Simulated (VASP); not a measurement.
# LaB (Fm-3m) in VASP: notebook

Runs on LaB. Level: PBE. Tasks: single point.

Everything below comes from runs of VASP 6.6.1. Logs are shortened: lines on timing, memory, paths and dates and some standing lists are left out, and cuts for length are marked.

**1. The cell of the first run**

It takes space group Fm-3m (No. 225, cubic). Conventional cell: a = 5.459 Å, b = 5.459 Å, c = 5.459 Å, α = 90.00°, β = 90.00°, γ = 90.00°. Within 3.6 Å of La (site symmetry m-3m) lie 6 B at 2.73 Å. B (site symmetry m-3m) has 6 La at 2.73 Å within 3.6 Å.

**2. Single point, PBE**

Input file INCAR:

```
PREC     = Accurate       # precision mode
ENCUT    = 520            # plane-wave cutoff, eV
EDIFF    = 1E-6           # SCF threshold, eV
ISMEAR   = 0              # smearing method
SIGMA    = 0.05           # smearing width, eV
LREAL    = F              # projectors in reciprocal space
LASPH    = T              # aspherical terms in the spheres
NELM     = 80             # most SCF steps
ALGO     = Normal         # electronic algorithm
ISIF     = 2              # what is computed and relaxed
LWAVE    = F              # write WAVECAR
LCHARG   = F              # write CHGCAR
GGA      = PE             # functional
NBANDS   = 14             # bands
```

Input file KPOINTS:

```
Automatic mesh
0
Gamma
  10 10 10
```

Input file POSCAR:

```
LaB
1.0
    0.0000000000      2.7294892755      2.7294892755
    2.7294892755      0.0000000000      2.7294892755
    2.7294892755      2.7294892755      0.0000000000
La B
1 1
Direct
    0.5000000000      0.5000000000      0.5000000000
    0.0000000000      0.0000000000      0.0000000000
```

Potentials or basis: VASP PAW PBE potentials, release 64 (La, B).

Run with:

```bash
cat potpaw_PBE.64/La/POTCAR potpaw_PBE.64/B/POTCAR > POTCAR
mpirun -np 1 vasp_std > vasp.out
```

OUTCAR:

```text
PREC = Accurate
   ENCUT = 520
   EDIFF = 1E-6
   ISMEAR = 0
   LREAL = F
   LASPH = T
   NELM = 80
   ISIF = 2
   GGA = PE

 ion  position               nearest neighbor table
   1  0.500  0.500  0.500-   2 2.73   2 2.73   2 2.73   2 2.73   2 2.73   2 2.73
   2  0.000  0.000  0.000-   1 2.73   1 2.73   1 2.73   1 2.73   1 2.73   1 2.73

  LATTYP: Found a face centered cubic cell.
 ALAT       =     5.4589785510

  Lattice vectors:

 A1 = (   0.0000000000,   2.7294892755,   2.7294892755)
 A2 = (   2.7294892755,   0.0000000000,   2.7294892755)
 A3 = (   2.7294892755,   2.7294892755,   0.0000000000)

Analysis of symmetry for initial positions (statically):
=====================================================================
 Subroutine PRICEL returns:
 Original cell was already a primitive cell.

 Routine SETGRP: Setting up the symmetry group for a
 face centered cubic supercell.

 Subroutine GETGRP returns: Found 48 space group operations
 (whereof 48 operations were pure point group operations)
 out of a pool of 48 trial point group operations.

The static configuration has the point symmetry O_h .

Analysis of symmetry for dynamics (positions and initial velocities):
=====================================================================
 Subroutine PRICEL returns:
 Original cell was already a primitive cell.

 Routine SETGRP: Setting up the symmetry group for a
 face centered cubic supercell.

 Subroutine GETGRP returns: Found 48 space group operations
 (whereof 48 operations were pure point group operations)
 out of a pool of 48 trial point group operations.

The dynamic configuration has the point symmetry O_h .

 Subroutine INISYM returns: Found 48 space group operations
 (whereof 48 operations are pure point group operations),
 and found     1 'primitive' translations

----------------------------------------------------------------------------------------

                                     Primitive cell

  volume of cell :      40.6700

  direct lattice vectors                    reciprocal lattice vectors
     0.000000000  2.729489276  2.729489276    -0.183184453  0.183184453  0.183184453
     2.729489276  0.000000000  2.729489276     0.183184453 -0.183184453  0.183184453
     2.729489276  2.729489276  0.000000000     0.183184453  0.183184453 -0.183184453

  length of vectors
     3.860080752  3.860080752  3.860080752     0.317284780  0.317284780  0.317284780

  position of ions in fractional coordinates (direct lattice)
     0.500000000  0.500000000  0.500000000
     0.000000000  0.000000000  0.000000000

  ion indices of the primitive-cell ions
   primitive index   ion index
                 1           1
                 2           2

----------------------------------------------------------------------------------------

 KPOINTS: Automatic mesh

Automatic generation of k-mesh.
 Grid dimensions read from file:
 generate k-points for:   10   10   10

 Generating k-lattice:

  Cartesian coordinates                     Fractional coordinates (reciprocal lattice)
    -0.018318445  0.018318445  0.018318445     0.100000000  0.000000000  0.000000000
     0.018318445 -0.018318445  0.018318445     0.000000000  0.100000000  0.000000000
     0.018318445  0.018318445 -0.018318445     0.000000000  0.000000000  0.100000000

  Length of vectors
     0.031728478  0.031728478  0.031728478

  Shift w.r.t. Gamma in fractional coordinates (k-lattice)
     0.000000000  0.000000000  0.000000000

 Subroutine IBZKPT returns following result:
 ===========================================

 Found     47 irreducible k-points:

 Following reciprocal coordinates:
            Coordinates               Weight
  0.000000  0.000000  0.000000      1.000000
  0.100000  0.000000  0.000000      8.000000
  0.200000  0.000000  0.000000      8.000000
  0.300000  0.000000  0.000000      8.000000
  0.400000  0.000000  0.000000      8.000000
  0.500000  0.000000  0.000000      4.000000
[... 16 lines left out ...]
  0.300000  0.300000  0.000000      6.000000
  0.400000  0.300000  0.000000     24.000000
 [... further k-points ...]
   k-points           NKPTS =     47   k-points in BZ     NKDIM =     47   number of bands    NBANDS=     14
   number of dos      NEDOS =    301   number of ions     NIONS =      2
   total plane-waves  NPLWV =  27000
   dimension x,y,z NGX =    30 NGY =   30 NGZ =   30
   dimension x,y,z NGXF=    60 NGYF=   60 NGZF=   60
   ions per type =               1   1
   NGX,Y,Z   is equivalent  to a cutoff of  12.92, 12.92, 12.92 a.u.
   NGXF,Y,Z  is equivalent  to a cutoff of  25.84, 25.84, 25.84 a.u.
 SYSTEM =  unknown system
   PREC   = accura    normal or accurate (medium, high low for compatibility)
   ISTART =      0    job   : 0-new  1-cont  2-samecut
   ICHARG =      2    charge: 1-file 2-atom 10-const
   ISPIN  =      1    spin polarized calculation?
   LNONCOLLINEAR =      F non collinear calculations
   LSORBIT =      F    spin-orbit coupling
   LASPH  =      T    aspherical Exc in radial PAW
   ENCUT  =  520.0 eV  38.22 Ry    6.18 a.u.   7.18  7.18  7.18*2*pi/ulx,y,z
   NELM   =     80;   NELMIN=  2; NELMDL= -5     # of ELM steps
   EDIFF  = 0.1E-05   stopping-criterion for ELM
   LREAL  =      F    real-space projection
   EDIFFG = 0.1E-04   stopping-criterion for IOM
   NSW    =      0    number of steps for IOM
   IBRION =     -1    ionic relax: 0-MD 1-quasi-New 2-CG
   NFREE  =      0    steps in history (QN), initial steepest desc. (CG)
   ISIF   =      2    stress and relaxation
   ISYM   =      2    0-nonsym 1-usesym 2-fastsym
   POTIM  = 0.5000    time-step for ionic-motion
   TEBEG  =    0.0;   TEEND  =   0.0 temperature during run
   PSTRESS=    0.0 pullay stress
   NELECT =      14.0000    total number of electrons
   NUPDOWN=      -1.0000    fix difference up-down
   EMIN   =  10.00;   EMAX   =-10.00  energy-range for DOS
   EFERMI =   0.00;   METHOD = LEGACY
   ISMEAR =     0;   SIGMA  =   0.05  broadening in eV -4-tet -1-fermi 0-gaus
   EFERMI_NEDOS =   21; number of points for ismear=-14 and -15
   IALGO  =     38    algorithm
   IMIX   =      4    mixing-type and parameters
     AMIX     =   0.40;   BMIX     =  1.00
     AMIX_MAG =   1.60;   BMIX_MAG =  1.00
  volume/ion in A,a.u.               =      20.34       137.23
  Fermi-wavevector in a.u.,A,eV,Ry     =   1.147342  2.168161 17.910614  1.316393
  Thomas-Fermi vector in A             =   2.284022
   LORBIT       =      0    0 simple, 1 ext, 2 COOP (PROOUT), +10 PAW based schemes
   GGA     = PE    functional components
   LHFCALC =     F    Hartree Fock is set to
   AEXX    =    0.0000 exact exchange contribution
   IVDW    =     0    specifies the selected vdW correction
   LEPSILON=     F    determine dielectric tensor
   LRPA    =     F    only Hartree local field effects (RPA)
 non-spin polarized calculation
 Gauss-broadening in eV      SIGMA  =   0.05
  energy-cutoff  :      520.00
  volume of cell :       40.67
 maximum number of plane-waves:      1109
 NGX is ok and might be reduce to    30
   NGX = 15   NGY = 15   NGZ = 15

 number of electron      14.0000001 magnetization

 Free energy of the ion-electron system (eV)
  ---------------------------------------------------
  ext. energy  EPLUGINS =         0.00000000
  ---------------------------------------------------
  free energy    TOTEN  =       -10.34242728 eV

  energy without entropy =      -10.33502935  energy(sigma->0) =      -10.33872831

 E-fermi :   7.5120     XC(G=0): -10.3771

 val. band max:        7.5053767874   @ k =  -0.3000   0.5000   0.2000
 cond. band min:       7.5153758886   @ k =   0.4000   0.3000   0.1000
 fundamental gap:      0.0099991012
 Fermi energy:         7.5120058876

 k-point     1 :       0.0000    0.0000    0.0000
  band No.  band energies     occupation
      1     -23.9248      2.00000
      2      -7.1833      2.00000
      3      -7.1833      2.00000
      4      -7.1833      2.00000
      5       0.9981      2.00000
      6       8.6309      0.00000
      7       8.6309      0.00000
      8       8.6309      0.00000
      9       9.7027      0.00000
     10       9.7027      0.00000
     11       9.7027      0.00000
     12      10.3004      0.00000
     13      11.3308      0.00000
     14      11.3309      0.00000

 k-point     2 :       0.1000    0.0000    0.0000
  band No.  band energies     occupation
      1     -23.9098      2.00000
      2      -7.3404      2.00000
      3      -7.1948      2.00000
      4      -7.1948      2.00000
      5       1.2449      2.00000
      6       8.1492      0.00000
      7       8.2799      0.00000
      8       8.2799      0.00000
      9       9.5932      0.00000
     10       9.8667      0.00000
     11       9.8667      0.00000
     12      10.6390      0.00000
     13      11.2534      0.00000
     14      11.2558      0.00000

 k-point     3 :       0.2000    0.0000    0.0000
  band No.  band energies     occupation
      1     -23.8701      2.00000
      2      -7.7215      2.00000
      3      -7.2246      2.00000
      4      -7.2246      2.00000
      5       1.8804      2.00000
      6       7.1966      2.00000
      7       7.6064      0.00762
      8       7.6064      0.00762
      9       9.6139      0.00000
     10      10.2160      0.00000
     11      10.2160      0.00000
     12      10.9990      0.00000
     13      11.1959      0.00000
     14      11.1959      0.00000

 k-point     4 :       0.3000    0.0000    0.0000
  band No.  band energies     occupation
      1     -23.8202      2.00000
      2      -8.1460      2.00000
      3      -7.2609      2.00000
      4      -7.2609      2.00000
      5       2.6890      2.00000
      6       6.2193      2.00000
      7       6.9959      2.00000
      8       6.9959      2.00000
      9       9.8532      0.00000
     10      10.5273      0.00000
     11      10.5273      0.00000
     12      11.1820      0.00000
     13      11.1820      0.00000
     14      11.1840      0.00000

 k-point     5 :       0.4000    0.0000    0.0000
  band No.  band energies     occupation
      1     -23.7793      2.00000
      2      -8.4610      2.00000
      3      -7.2897      2.00000
      4      -7.2897      2.00000
      5       3.4865      2.00000
      6       5.3529      2.00000
      7       6.5956      2.00000
      8       6.5956      2.00000
      9      10.2250      0.00000
     10      10.6824      0.00000
     11      10.6824      0.00000
[... 276 lines left out ...]
 k-point    22 :      -0.2000    0.2000    0.0000
  band No.  band energies     occupation
      1     -23.8030      2.00000
      2      -8.0673      2.00000
      3      -7.5505      2.00000
      4      -7.2414      2.00000
      5       2.7777      2.00000
      6       5.9660      2.00000
      7       6.8300      2.00000
      8       7.5260      0.69307
      9       9.9909      0.00000
     10      10.2940      0.00000
     11      10.7806      0.00000
     12      11.0686      0.00000
     13      11.1599      0.00000
     14      11.1997      0.00000

 k-point    23 :       0.3000    0.3000    0.0000
  band No.  band energies     occupation
      1     -23.7856      2.00000
      2      -8.0274      2.00000
      3      -7.4908      2.00000
      4      -7.4908      2.00000
      5       2.0270      2.00000
      6       6.6629      2.00000
      7       7.6705      0.00001
      8       8.4789      0.00000
      9       8.4789      0.00000
     10      10.9124      0.00000
     11      10.9124      0.00000
     12      10.9146      0.00000
     13      11.0592      0.00000
     14      11.1121      0.00000

 k-point    24 :       0.4000    0.3000    0.0000
  band No.  band energies     occupation
      1     -23.7531      2.00000
      2      -8.1863      2.00000
      3      -7.5831      2.00000
      4      -7.5369      2.00000
      5       1.9661      2.00000
      6       7.0370      2.00000
      7       7.4329      1.97481
      8       8.3404      0.00000
      9       8.6989      0.00000
     10      10.8680      0.00000
     11      10.9358      0.00000
     12      11.0046      0.00000
     13      11.0406      0.00000
     14      11.1650      0.00000

 [... further k-points ...]

------------------------ aborting loop because EDIFF is reached ----------------------------------------

  FORCE on cell =-STRESS in cart. coord.  units (eV):
  Direction    XX          YY          ZZ          XY          YZ          ZX
  --------------------------------------------------------------------------------------
  -------------------------------------------------------------------------------------
  Total        1.9705711      1.9705711      1.9705711      0.0000000      0.0000000      0.0000000
  in kB       77.6298109     77.6298109     77.6298109      0.0000000      0.0000000      0.0000000
  external PRESSURE =      77.6298109 kB  Pullay stress =       0.0000000 kB

 VOLUME and BASIS-vectors are now :
 -----------------------------------------------------------------------------
  energy-cutoff  :      520.00
  volume of cell :       40.67
      direct lattice vectors                 reciprocal lattice vectors
     0.000000000  2.729489276  2.729489276    -0.183184453  0.183184453  0.183184453
     2.729489276  0.000000000  2.729489276     0.183184453 -0.183184453  0.183184453
     2.729489276  2.729489276  0.000000000     0.183184453  0.183184453 -0.183184453

 POSITION                                       TOTAL-FORCE (eV/Angst)
 -----------------------------------------------------------------------------------
      2.72949      2.72949      2.72949         0.000000      0.000000      0.000000
      0.00000      0.00000      0.00000         0.000000      0.000000      0.000000
 -----------------------------------------------------------------------------------
    total drift:                               -0.000000     -0.000000      0.000000

  FREE ENERGIE OF THE ION-ELECTRON SYSTEM (eV)
  ---------------------------------------------------
  free  energy   TOTEN  =       -10.3424272773 eV

  energy  without entropy=      -10.3350293461  energy(sigma->0) =      -10.33872831
```

Run time: 37 s. Hardware: 1 thread of AMD EPYC 7R13 (Zen 3), shared host; peak memory 0.17 GiB.

What came out:

```
Free energy            : -10.3424 eV
Pressure               : 7.8 GPa
Band gap on the k mesh : zero (bands 7 and 8 overlap by 2.17 eV)
```

Caveat: the cell stands under pressure; spin-orbit coupling is left out, which moves the levels of the heavy elements.

**3. Single point, PBE (21.38 Å³/atom)**

This run uses another cell than the first one, of 21.38 Å³/atom.

Input file INCAR:

```
SYSTEM = LaB
PREC     = Accurate       ! precision mode
ENCUT    = 520            ! plane-wave cutoff, eV
EDIFF    = 1E-6           ! SCF threshold, eV
ISMEAR   = 0              ! smearing method
SIGMA    = 0.05           ! smearing width, eV
LREAL    = .False.        ! projectors in reciprocal space
LASPH    = .True.         ! aspherical terms in the spheres
NELM     = 60             ! most SCF steps
ALGO     = Normal         ! electronic algorithm
ISIF     = 2              ! what is computed and relaxed
LWAVE    = .False.        ! write WAVECAR
LCHARG   = .False.        ! write CHGCAR
GGA      = PE             ! functional
NBANDS   = 14             ! bands
```

Input file KPOINTS:

```
Automatic mesh
0
Gamma
  10 10 10
  0 0 0
```

Input file POSCAR:

```
LaB
1.0
    0.0000000000      2.7756181678      2.7756181678
    2.7756181678      0.0000000000      2.7756181678
    2.7756181678      2.7756181678      0.0000000000
La B
1 1
Direct
    0.5000000000      0.5000000000      0.5000000000
    0.0000000000      0.0000000000      0.0000000000
```

Potentials or basis: VASP PAW PBE potentials, release 64 (La, B).

Run with:

```bash
cat potpaw_PBE.64/La/POTCAR potpaw_PBE.64/B/POTCAR > POTCAR
mpirun -np 1 vasp_std > vasp.out
```

OUTCAR:

```text
SYSTEM = LaB
   PREC = Accurate
   ENCUT = 520
   EDIFF = 1E-6
   ISMEAR = 0
   LREAL = .False.
   LASPH = .True.
   NELM = 60
   ISIF = 2
   GGA = PE

 ion  position               nearest neighbor table
   1  0.500  0.500  0.500-   2 2.78   2 2.78   2 2.78   2 2.78   2 2.78   2 2.78
   2  0.000  0.000  0.000-   1 2.78   1 2.78   1 2.78   1 2.78   1 2.78   1 2.78

  LATTYP: Found a face centered cubic cell.
 ALAT       =     5.5512363356

  Lattice vectors:

 A1 = (   0.0000000000,   2.7756181678,   2.7756181678)
 A2 = (   2.7756181678,   0.0000000000,   2.7756181678)
 A3 = (   2.7756181678,   2.7756181678,   0.0000000000)

Analysis of symmetry for initial positions (statically):
=====================================================================
 Subroutine PRICEL returns:
 Original cell was already a primitive cell.

 Routine SETGRP: Setting up the symmetry group for a
 face centered cubic supercell.

 Subroutine GETGRP returns: Found 48 space group operations
 (whereof 48 operations were pure point group operations)
 out of a pool of 48 trial point group operations.

The static configuration has the point symmetry O_h .

Analysis of symmetry for dynamics (positions and initial velocities):
[... 180 lines left out ...]
     12       9.7306      0.00000
     13      10.6443      0.00000
     14      10.6443      0.00000
[... 377 lines left out ...]
      1     -24.3807      2.00000
      2      -8.6834      2.00000
      3      -8.1689      2.00000
      4      -8.1303      2.00000
      5       1.5503      2.00000
      6       6.4958      2.00000
      7       7.0029      1.44410
      8       7.8289      0.00000
      9       8.1889      0.00000
     10      10.2306      0.00000
     11      10.2921      0.00000
     12      10.3543      0.00000
     13      10.3857      0.00000
     14      10.4960      0.00000

 [... further k-points ...]

------------------------ aborting loop because EDIFF is reached ----------------------------------------

  FORCE on cell =-STRESS in cart. coord.  units (eV):
  Direction    XX          YY          ZZ          XY          YZ          ZX
  --------------------------------------------------------------------------------------
  -------------------------------------------------------------------------------------
  Total        1.0855095      1.0855095      1.0855095      0.0000000     -0.0000000      0.0000000
  in kB       40.6663357     40.6663357     40.6663357      0.0000000     -0.0000000      0.0000000
  external PRESSURE =      40.6663357 kB  Pullay stress =       0.0000000 kB

 VOLUME and BASIS-vectors are now :
 -----------------------------------------------------------------------------
  energy-cutoff  :      520.00
  volume of cell :       42.77
      direct lattice vectors                 reciprocal lattice vectors
     0.000000000  2.775618168  2.775618168    -0.180140052  0.180140052  0.180140052
     2.775618168  0.000000000  2.775618168     0.180140052 -0.180140052  0.180140052
     2.775618168  2.775618168  0.000000000     0.180140052  0.180140052 -0.180140052

 POSITION                                       TOTAL-FORCE (eV/Angst)
 -----------------------------------------------------------------------------------
      2.77562      2.77562      2.77562         0.000000     -0.000000      0.000000
      0.00000      0.00000      0.00000        -0.000000      0.000000     -0.000000
 -----------------------------------------------------------------------------------
    total drift:                               -0.000000     -0.000000      0.000000

  FREE ENERGIE OF THE ION-ELECTRON SYSTEM (eV)
  ---------------------------------------------------
  free  energy   TOTEN  =       -10.4194922299 eV

  energy  without entropy=      -10.4119064554  energy(sigma->0) =      -10.41569934
```

stdout:

```text
POSCAR found type information on POSCAR LaB
 POSCAR found :  2 types and       2 ions
 scaLAPACK will be used
 LDA part: xc-table for (Slater+PW92), standard interpolation
 POSCAR, INCAR and KPOINTS ok, starting setup
 FFT: planning ... GRIDC
 FFT: planning ... GRID_SOFT
 FFT: planning ... GRID
 WAVECAR not read
 entering main loop
```

It took 38 s on 1 thread of AMD EPYC 7R13 (Zen 3), shared host; peak memory 0.17 GiB.

Results:

```yaml
Free_energy: -10.4195 eV
Pressure: 4.1 GPa
Band_gap_on_the_k_mesh: zero (bands 7 and 8 overlap by 2.07 eV)
```

Caveat: the cell stands under pressure; spin-orbit coupling is left out, which moves the levels of the heavy elements.
